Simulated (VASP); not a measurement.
The system is AlNi.

```xyz
2
Lattice="2.8810 0.0000 0.0000 0.0000 2.8810 0.0000 0.0000 0.0000 2.8810" Properties=species:S:1:pos:R:3 pbc="T T T"
Ni    1.4405    1.4405    1.4405
Al    0.0000    0.0000    0.0000
```

| Quantity | Value |
| --- | --- |
| Program | VASP 6.6.1 |
| Task | relaxation of cell and atoms |
| Functional | LDA |
| Potentials or basis | VASP PAW LDA potentials, release 64 (Ni, Al) |
| Cutoff | 600 eV |
| k mesh | 9 × 9 × 9 |
| Occupations | fermi-dirac, width 0.05 eV |
| Spin | collinear spin, ferromagnetic start |
| Starting moments | [1.0, 0.0] μB |

At the start: pressure -8.3 GPa; volume 11.96 Å³/atom.

Problem. How do energy, volume and symmetry change on relaxing?

Solution. Over 6 steps the energy falls by 15.9 meV/atom and the volume is 11.37 Å³/atom (-4.9 %); space group Pm-3m (No. 221, to 0.05 Å); moment 0.00 μB per cell.

The path:
| step | energy change (eV) | largest force (eV/Å) | pressure (GPa) | volume (Å³) |
| --- | --- | --- | --- | --- |
| 1 | 0.0000 | 0.0000 | -8.31 | 23.91 |
| 2 | -0.0088 | 0.0000 | 8.27 | 21.83 |
| 3 | -0.0318 | 0.0000 | -0.09 | 22.75 |
| 4 | -0.0318 | 0.0000 | 0.13 | 22.73 |
| 5 | -0.0318 | 0.0000 | -0.08 | 22.76 |
| 6 | -0.0318 | 0.0000 | -0.01 | 22.75 |

Final structure:
```yaml
crystal:
  lattice:
    - [2.83333, 0.00000, 0.00000]
    - [0.00000, 2.83333, 0.00000]
    - [0.00000, 0.00000, 2.83333]
  atoms:
    - { symbol: Ni, position: [0.50000, 0.50000, 0.50000] }
    - { symbol: Al, position: [0.00000, 0.00000, 0.00000] }
```
